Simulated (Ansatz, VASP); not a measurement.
# One calculation of WSe2, two programs

Contents of INCAR:

```
SYSTEM = WSe2
PREC = Accurate
ENCUT = 520
EDIFF = 1E-6
ISMEAR = 0
SIGMA = 0.02
LREAL = .FALSE.
LASPH = .TRUE.
NELM = 60
ALGO = Normal
ISIF = 2
LWAVE = .FALSE.
LCHARG = .TRUE.
LDIPOL = .TRUE.
IDIPOL = 3
DIPOL = 0.5 0.5 0.500
GGA = PE
IVDW = 12
LELF = .TRUE.
LVHAR = .TRUE.
LVACPOTAV = .TRUE.
NBANDS = 20
```

KPOINTS

```
Automatic mesh
0
G
  9 9 1
  0 0 0
```

The input POSCAR:

```
WSe2
1.0
    3.1980000000      0.0000000000      0.0000000000
   -1.5990000000      2.7695492413      0.0000000000
    0.0000000000      0.0000000000     32.7373831004
Se W
2 1
Direct
    0.3333333333      0.6666666667      0.4476439520
    0.3333333333      0.6666666667      0.5523560480
    0.6666666667      0.3333333333      0.5000000000
```

Input for Ansatz:

```yaml
crystal:
  lattice:
    - [3.198, 0.0, 0.0]
    - [-1.599, 2.7695492413, 0.0]
    - [0.0, 0.0, 32.7373831004]
  atoms:
    - { symbol: Se, position: [0.3333333333, 0.6666666667, 0.447643952] }
    - { symbol: W, position: [0.6666666667, 0.3333333333, 0.5] }
    - { symbol: Se, position: [0.3333333333, 0.6666666667, 0.552356048] }
  periodic: [true, true, false]
basis:
  ecutwfc: 420
kpoints:
  mp_grid: { grid: [9, 9, 1] }
hamiltonian:
  xc: pbe
  pseudopotentials: { kind: paw, azcp: { folder: soft_1 } }
  dispersion: d3bj
scf:
  occupations: { method: gaussian, width: 0.02 }
output:
  forces: true
  stress: true
  eigenvalues: true
```

Alike in both runs: task single point; functional PBE; dispersion D3(BJ); k mesh 9 × 9 × 1; occupations gaussian, width 0.02 eV; no spin polarisation.

|  | VASP | Ansatz |
| --- | --- | --- |
| version | VASP 6.6.1 | Ansatz 0.2.0 |
| potentials or method | VASP PAW PBE potentials, release 64 (Se, W_sv), cutoff 520 eV | scalar-relativistic, plane waves, PAW |
| valence electrons in the cell | 26 | 46 |

Ansatz gave:

```
gap on the k mesh at the Fermi level (eV) : 1.61
least direct gap on the mesh (eV)         : 2.05
rms of the force components (eV/Å)        : 0.037
```

**Question.** What did VASP give for the same quantities?

**Answer.** gap on the k mesh at the Fermi level (eV): 1.61; least direct gap on the mesh (eV): 2.05; rms of the force components (eV/Å): 0.062.

VASP's potentials hold 26 valence electrons a cell and Ansatz's 46, so a difference there can come from the potentials and not from the codes.

Neither program's run includes spin-orbit coupling.
